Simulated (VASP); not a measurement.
A run of VASP 6.6.1 is set up as follows.

Contents of INCAR:

```
SYSTEM = Cd3SO2
  ALGO = Normal
  EDIFF = 1E-6
  ENCUT = 520
  GGA = PE
  ISIF = 2
  ISMEAR = 0
  LASPH = .TRUE.
  LCHARG = .FALSE.
  LREAL = .FALSE.
  LWAVE = .FALSE.
  NBANDS = 36
  NELM = 100
  PREC = Accurate
  SIGMA = 0.1
```

KPOINTS

```
k-points
0
G
  12 12 4
  0 0 0
```

File POSCAR:

```
Cd3SO2
1.0
    3.7942600694      0.0000000000      0.0000000000
   -1.8971300347      3.2859256087      0.0000000000
    0.0000000000      0.0000000000      9.4319286680
Cd S O
3 1 2
Direct
    0.6666666667      0.3333333333      0.8832531433
    0.0000000000      0.0000000000      0.2790479000
    0.3333333333      0.6666666667      0.5824378254
    0.0000000000      0.0000000000      0.0082640832
    0.6666666667      0.3333333333      0.6497263547
    0.3333333333      0.6666666667      0.3472706934
```

Potentials or basis: VASP PAW PBE potentials, release 64 (Cd, S, O).

The run is started by

```bash
$ cat potpaw_PBE.64/Cd/POTCAR potpaw_PBE.64/S/POTCAR potpaw_PBE.64/O/POTCAR > POTCAR
$ mpirun -np 1 vasp_std > vasp.out
```

Task: Predict the band gap on the k mesh.

Result: Zero (bands 27 and 28 overlap by 0.04 eV).

Task: What does it give for the pressure?

Result: 0.7 GPa.

Task: What does it give for the largest force?

Result: 0.041 eV/Å.

Forces in eV/Å, atoms in the order of the input:
```
Cd   0.000  0.000  0.037
Cd   0.000  0.000 -0.018
Cd   0.000  0.000  0.030
S    0.000  0.000  0.025
O    0.000  0.000 -0.034
O    0.000  0.000 -0.041
```

Caveat: semilocal functionals underestimate gaps, and a narrow one can read as zero.
